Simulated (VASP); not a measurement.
Set up this calculation in VASP 6.6.1, as the native input.

* Task: relaxation of cell and atoms
* Functional: PBE
* Potentials or basis: VASP PAW PBE potentials, release 64 (Be, H)
* Cutoff: 600 eV
* k mesh: 10 × 10 × 8
* Occupations: gaussian, width 0.1 eV
* Spin: no spin polarisation
* Dipole correction: no
* Further INCAR settings: ALGO = Normal; EDIFF = 1e-07; IBRION = 2; EDIFFG = -0.01; NSW = 100; ISIF = 3

The structure of Be3H lies in POSCAR:

```
Be3H
1.0
    2.3526582115     -2.9250676009      0.0000000000
    2.3526582115      2.9250676009      0.0000000000
   -0.5372009963      0.0000000000      4.4001605339
Be H
6 2
Direct
    0.0035086944      0.6162937680      0.3154480017
    0.9356178555      0.3954773195      0.7814915639
    0.6162937680      0.0035086944      0.3154480017
    0.3954773195      0.9356178555      0.7814915639
    0.4534248236      0.4534248236      0.0367004007
    0.4706369095      0.4706369095      0.5330041991
    0.9975921097      0.9975921097      0.3158745488
    0.1274404073      0.1274404073      0.9205306931
```

The input as run:

INCAR

```
PREC     = Accurate       # precision mode
ENCUT    = 600            # plane-wave cutoff, eV
EDIFF    = 1E-7           # SCF threshold, eV
ISMEAR   = 0              # smearing method
SIGMA    = 0.1            # smearing width, eV
LREAL    = F              # projectors in reciprocal space
LASPH    = T              # aspherical terms in the spheres
NELM     = 60             # most SCF steps
ALGO     = Normal         # electronic algorithm
ISIF     = 3              # what is computed and relaxed
LWAVE    = F              # write WAVECAR
LCHARG   = F              # write CHGCAR
GGA      = PE             # functional
IBRION   = 2              # ionic algorithm
NSW      = 100            # ionic steps
EDIFFG   = -0.01          # ionic threshold
```

KPOINTS

```
Automatic mesh
0
Gamma
  10 10 8
```

Potentials or basis: VASP PAW PBE potentials, release 64 (Be, H).

Command:

```sh
$ cat potpaw_PBE.64/Be/POTCAR potpaw_PBE.64/H/POTCAR > POTCAR
$ mpirun -np 1 vasp_std > vasp.out
```

Results of the run:

```json
{"Relaxed volume": "7.60 Å³/atom", "Relaxed cell": "a = 3.752 Å, b = 3.752 Å, c = 4.446 Å, α = 94.15°, β = 94.15°, γ = 102.14°", "Space group after relaxing (to 0.1 Å)": "Cm (No. 8)", "Energy gained by relaxing": "0.3 meV/atom", "Ionic steps": "11", "Pressure after relaxing": "0.0 GPa", "Largest force after relaxing": "0.008 eV/Å", "Band gap on the k mesh": "zero (bands 7 and 8 overlap by 2.91 eV)"}
```

It took 8.2 min on 1 thread of Intel(R) Xeon(R) Platinum 8488C (Sapphire Rapids) (shared host), peak memory 0.32 GiB.
